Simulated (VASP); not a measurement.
# Ti (Pm-3m) in VASP: a series of runs, part 3 of 3

VASP 6.6.1. The steps go on from the part before.

## (4) Single point, LDA (volume scaled by 0.96)

INCAR reads:

```
SYSTEM = Ti
  PREC = Accurate
  ENCUT = 520
  EDIFF = 1E-7
  ISMEAR = -1
  SIGMA = 0.1
  LREAL = .False.
  LASPH = .True.
  NELM = 100
  ALGO = Normal
  ISIF = 2
  LWAVE = .False.
  LCHARG = .False.
  NBANDS = 12
```

KPOINTS reads:

```
Automatic mesh
0
Gamma
  14 14 14
  0 0 0
```

POSCAR reads:

```
Ti
1.0
    2.5217638571      0.0000000000      0.0000000000
    0.0000000000      2.5217638571      0.0000000000
    0.0000000000      0.0000000000      2.5217638571
Ti
1
Direct
    0.0000000000      0.0000000000      0.0000000000
```

Potentials or basis: VASP PAW LDA potentials, release 64 (Ti_sv).

On the command line:

```console
$ cat potpaw_LDA.64/Ti_sv/POTCAR > POTCAR
$ mpirun -np 1 vasp_std > vasp.out
```

OUTCAR:

```text
SYSTEM = Ti
   PREC = Accurate
   ENCUT = 520
   EDIFF = 1E-7
   ISMEAR = -1
   LREAL = .False.
   LASPH = .True.
   NELM = 100
   ISIF = 2

 ion  position               nearest neighbor table
   1  0.000  0.000  0.000-

  LATTYP: Found a simple cubic cell.
 ALAT       =     2.5217638571

  Lattice vectors:

 A1 = (   2.5217638571,   0.0000000000,   0.0000000000)
 A2 = (   0.0000000000,   2.5217638571,   0.0000000000)
 A3 = (   0.0000000000,   0.0000000000,   2.5217638571)

Analysis of symmetry for initial positions (statically):
=====================================================================
 Subroutine PRICEL returns:
 Original cell was already a primitive cell.

 Routine SETGRP: Setting up the symmetry group for a
 simple cubic supercell.

 Subroutine GETGRP returns: Found 48 space group operations
 (whereof 48 operations were pure point group operations)
 out of a pool of 48 trial point group operations.

The static configuration has the point symmetry O_h .

Analysis of symmetry for dynamics (positions and initial velocities):
=====================================================================
 Subroutine PRICEL returns:
 Original cell was already a primitive cell.

 Routine SETGRP: Setting up the symmetry group for a
 simple cubic supercell.

 Subroutine GETGRP returns: Found 48 space group operations
 (whereof 48 operations were pure point group operations)
 out of a pool of 48 trial point group operations.

The dynamic configuration has the point symmetry O_h .

 Subroutine INISYM returns: Found 48 space group operations
 (whereof 48 operations are pure point group operations),
 and found     1 'primitive' translations

----------------------------------------------------------------------------------------

                                     Primitive cell

  volume of cell :      16.0366

  direct lattice vectors                    reciprocal lattice vectors
     2.521763857  0.000000000  0.000000000     0.396547836  0.000000000  0.000000000
     0.000000000  2.521763857  0.000000000     0.000000000  0.396547836  0.000000000
     0.000000000  0.000000000  2.521763857     0.000000000  0.000000000  0.396547836

  length of vectors
     2.521763857  2.521763857  2.521763857     0.396547836  0.396547836  0.396547836

  position of ions in fractional coordinates (direct lattice)
     0.000000000  0.000000000  0.000000000

  ion indices of the primitive-cell ions
   primitive index   ion index
                 1           1

----------------------------------------------------------------------------------------

 KPOINTS: Automatic mesh

Automatic generation of k-mesh.
 Grid dimensions read from file:
 generate k-points for:   14   14   14

 Generating k-lattice:

  Cartesian coordinates                     Fractional coordinates (reciprocal lattice)
     0.028324845  0.000000000  0.000000000     0.071428571  0.000000000  0.000000000
     0.000000000  0.028324845  0.000000000     0.000000000  0.071428571  0.000000000
     0.000000000  0.000000000  0.028324845     0.000000000  0.000000000  0.071428571

  Length of vectors
     0.028324845  0.028324845  0.028324845

  Shift w.r.t. Gamma in fractional coordinates (k-lattice)
     0.000000000  0.000000000  0.000000000

 Subroutine IBZKPT returns following result:
 ===========================================

 Found    120 irreducible k-points:

 Following reciprocal coordinates:
            Coordinates               Weight
  0.000000  0.000000  0.000000      1.000000
  0.071429  0.000000  0.000000      6.000000
  0.142857  0.000000  0.000000      6.000000
  0.214286  0.000000  0.000000      6.000000
  0.285714  0.000000  0.000000      6.000000
  0.357143  0.000000  0.000000      6.000000
[... 16 lines left out ...]
  0.285714  0.214286  0.000000     24.000000
  0.357143  0.214286  0.000000     24.000000
 [... further k-points ...]
   k-points           NKPTS =    120   k-points in BZ     NKDIM =    120   number of bands    NBANDS=     12
   number of dos      NEDOS =    301   number of ions     NIONS =      1
   total plane-waves  NPLWV =   8000
   dimension x,y,z NGX =    20 NGY =   20 NGZ =   20
   dimension x,y,z NGXF=    40 NGYF=   40 NGZF=   40
   ions per type =               1
   NGX,Y,Z   is equivalent  to a cutoff of  13.18, 13.18, 13.18 a.u.
   NGXF,Y,Z  is equivalent  to a cutoff of  26.37, 26.37, 26.37 a.u.
 SYSTEM =  Ti
   PREC   = accura    normal or accurate (medium, high low for compatibility)
   ISTART =      0    job   : 0-new  1-cont  2-samecut
   ICHARG =      2    charge: 1-file 2-atom 10-const
   ISPIN  =      1    spin polarized calculation?
   LNONCOLLINEAR =      F non collinear calculations
   LSORBIT =      F    spin-orbit coupling
   LASPH  =      T    aspherical Exc in radial PAW
   ENCUT  =  520.0 eV  38.22 Ry    6.18 a.u.   4.69  4.69  4.69*2*pi/ulx,y,z
   NELM   =    100;   NELMIN=  2; NELMDL= -5     # of ELM steps
   EDIFF  = 0.1E-06   stopping-criterion for ELM
   LREAL  =      F    real-space projection
   EDIFFG = 0.1E-05   stopping-criterion for IOM
   NSW    =      0    number of steps for IOM
   IBRION =     -1    ionic relax: 0-MD 1-quasi-New 2-CG
   NFREE  =      0    steps in history (QN), initial steepest desc. (CG)
   ISIF   =      2    stress and relaxation
   ISYM   =      2    0-nonsym 1-usesym 2-fastsym
   POTIM  = 0.5000    time-step for ionic-motion
   TEBEG  =    0.0;   TEEND  =   0.0 temperature during run
   PSTRESS=    0.0 pullay stress
   NELECT =      12.0000    total number of electrons
   NUPDOWN=      -1.0000    fix difference up-down
   EMIN   =  10.00;   EMAX   =-10.00  energy-range for DOS
   EFERMI =   0.00;   METHOD = LEGACY
   ISMEAR =    -1;   SIGMA  =   0.10  broadening in eV -4-tet -1-fermi 0-gaus
   EFERMI_NEDOS =   21; number of points for ismear=-14 and -15
   IALGO  =     38    algorithm
   IMIX   =      4    mixing-type and parameters
     AMIX     =   0.40;   BMIX     =  1.00
     AMIX_MAG =   1.60;   BMIX_MAG =  1.00
  volume/ion in A,a.u.               =      16.04       108.22
  Fermi-wavevector in a.u.,A,eV,Ry     =   1.486269  2.808642 30.055220  2.208996
  Thomas-Fermi vector in A             =   2.599577
   LORBIT       =      0    0 simple, 1 ext, 2 COOP (PROOUT), +10 PAW based schemes
   GGA     = CA    functional components
   LHFCALC =     F    Hartree Fock is set to
   AEXX    =    0.0000 exact exchange contribution
   IVDW    =     0    specifies the selected vdW correction
   LEPSILON=     F    determine dielectric tensor
   LRPA    =     F    only Hartree local field effects (RPA)
 non-spin polarized calculation
  energy-cutoff  :      520.00
  volume of cell :       16.04
 maximum number of plane-waves:       449
 NGX is ok and might be reduce to    20
   NGX =  9   NGY =  9   NGZ =  9

 number of electron      12.0000002 magnetization

 Free energy of the ion-electron system (eV)
  ---------------------------------------------------
  ext. energy  EPLUGINS =         0.00000000
  ---------------------------------------------------
  free energy    TOTEN  =        -7.78663646 eV

  energy without entropy =       -7.72331738  energy(sigma->0) =       -7.75497692

 E-fermi :   8.7477     XC(G=0): -12.0631

 val. band max:        8.7449354049   @ k =   0.4286   0.4286   0.0714
 cond. band min:       8.7884656377   @ k =   0.4286   0.1429   0.1429
 fundamental gap:      0.0435302328
 Fermi energy:         8.7477190070

 k-point     1 :       0.0000    0.0000    0.0000
  band No.  band energies     occupation
      1     -47.0192      2.00000
      2     -22.9271      2.00000
      3     -22.9271      2.00000
      4     -22.9271      2.00000
      5       2.8525      2.00000
      6       7.1451      2.00000
      7       7.1451      2.00000
      8      13.2573      0.00000
      9      13.2574      0.00000
     10      13.2574      0.00000
     11      25.9713      0.00000
     12      25.9713      0.00000
[... 331 lines left out ...]
 k-point    24 :       0.3571    0.2143    0.0000
  band No.  band energies     occupation
      1     -46.7678      2.00000
      2     -23.9309      2.00000
      3     -23.3282      2.00000
      4     -22.7856      2.00000
      5       6.3501      2.00000
      6       8.0646      1.99784
      7       9.4798      0.00132
      8      11.5305      0.00000
      9      11.6489      0.00000
     10      12.5702      0.00000
     11      18.6626      0.00000
     12      24.1563      0.00000

 [... further k-points ...]

------------------------ aborting loop because EDIFF is reached ----------------------------------------

  FORCE on cell =-STRESS in cart. coord.  units (eV):
  Direction    XX          YY          ZZ          XY          YZ          ZX
  --------------------------------------------------------------------------------------
  -------------------------------------------------------------------------------------
  Total        0.3849414      0.3849414      0.3849414      0.0000000      0.0000000     -0.0000000
  in kB       38.4584669     38.4584669     38.4584669      0.0000000      0.0000000     -0.0000000
  external PRESSURE =      38.4584669 kB  Pullay stress =       0.0000000 kB

 VOLUME and BASIS-vectors are now :
 -----------------------------------------------------------------------------
  energy-cutoff  :      520.00
  volume of cell :       16.04
      direct lattice vectors                 reciprocal lattice vectors
     2.521763857  0.000000000  0.000000000     0.396547836  0.000000000  0.000000000
     0.000000000  2.521763857  0.000000000     0.000000000  0.396547836  0.000000000
     0.000000000  0.000000000  2.521763857     0.000000000  0.000000000  0.396547836

 POSITION                                       TOTAL-FORCE (eV/Angst)
 -----------------------------------------------------------------------------------
      0.00000      0.00000      0.00000         0.000000      0.000000      0.000000
 -----------------------------------------------------------------------------------
    total drift:                               -0.000000      0.000000     -0.000000

  FREE ENERGIE OF THE ION-ELECTRON SYSTEM (eV)
  ---------------------------------------------------
  free  energy   TOTEN  =        -7.7866364569 eV

  energy  without entropy=       -7.7233173799  energy(sigma->0) =       -7.75497692
```

Wall time 14 s (1 thread of AMD EPYC 7R13 (Zen 3), shared host); peak memory 0.1 GiB.

What came out:

* Free energy: -7.7866 eV
* Pressure: 3.8 GPa
* Band gap on the k mesh: zero (band 6 reaches 9.55 eV, above the bottom of band 7 at 7.15 eV)

## (5) Overview

```csv
cell,gap on the mesh (eV),pressure (GPa)
"a = 2.450 Å, 1 atom",none,14.5
"a = 2.486 Å, 1 atom",none,8.7
"a = 2.522 Å, 1 atom",none,3.8
```

Alike in all rows: task single point; level LDA; potentials or basis VASP PAW LDA potentials, release 64 (Ti_sv); no spin polarisation; k mesh 14 × 14 × 14; cutoff (eV) 520; smearing fermi-dirac 0.1 eV.

Absolute energies hang on the potentials; compare differences alone.
